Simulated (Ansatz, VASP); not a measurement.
## H in VASP and in Ansatz

File INCAR:

```
ALGO = Normal
EDIFF = 1E-6
ENCUT = 500
GGA = PS
GGA_COMPAT = False
ISIF = 2
ISMEAR = 0
LASPH = True
LCHARG = False
LREAL = False
LWAVE = False
NBANDS = 8
NELM = 120
PREC = Accurate
SIGMA = 0.05
```

The input KPOINTS:

```
k-points
0
Gamma
  8 8 8
```

POSCAR

```
H
1.0
   -1.8734163142      1.8734163142      2.2855640979
    1.8734163142     -1.8734163142      2.2855640979
    1.8363189614      1.8363189614     -2.2855640979
H
2
Direct
    0.9178910720      0.9178910720      0.0000000000
    0.0821089280      0.0821089280      0.0000000000
```

Input for Ansatz:

```yaml
crystal:
  lattice:
    - [-1.8734163142, 1.8734163142, 2.2855640979]
    - [1.8734163142, -1.8734163142, 2.2855640979]
    - [1.8363189614, 1.8363189614, -2.2855640979]
  atoms:
    - { symbol: H, position: [0.917891072, 0.917891072, 0.0] }
    - { symbol: H, position: [0.082108928, 0.082108928, 0.0] }
basis:
  ecutwfc: "550 eV"
kpoints:
  mp_grid: { grid: [8, 8, 8] }
hamiltonian:
  xc: pbesol
scf:
  occupations: { method: gaussian, width: 0.05 }
output:
  forces: true
  eigenvalues: true
  stress: true
```

Alike in both runs: task single point; functional PBEsol; k mesh 8 × 8 × 8; occupations gaussian, width 0.05 eV; no spin polarisation.

|  | VASP | Ansatz |
| --- | --- | --- |
| version | VASP 6.6.1 | Ansatz 0.2.0 |
| potentials or method | VASP PAW PBE potentials, release 64 (H), cutoff 500 eV | scalar-relativistic, plane waves, PAW |
| valence electrons in the cell | 2 | 2 |

|  | VASP | Ansatz | Ansatz less VASP |
| --- | --- | --- | --- |
| gap on the k mesh at the Fermi level (eV) | 9.19 | 9.19 | +0.003 |
| pressure (GPa) | 0.2 | 0.3 | +0.18 |
| traceless stress, the component that is largest in VASP (GPa) | 0.72 | 0.73 | +0.012 |
| rms of the force components (eV/Å) | 0.169 | 0.165 | -0.0039 |

VASP's potentials were made for PBE, not for PBEsol. Atom by atom the forces differ by 0.004 eV/Å (rms over components).
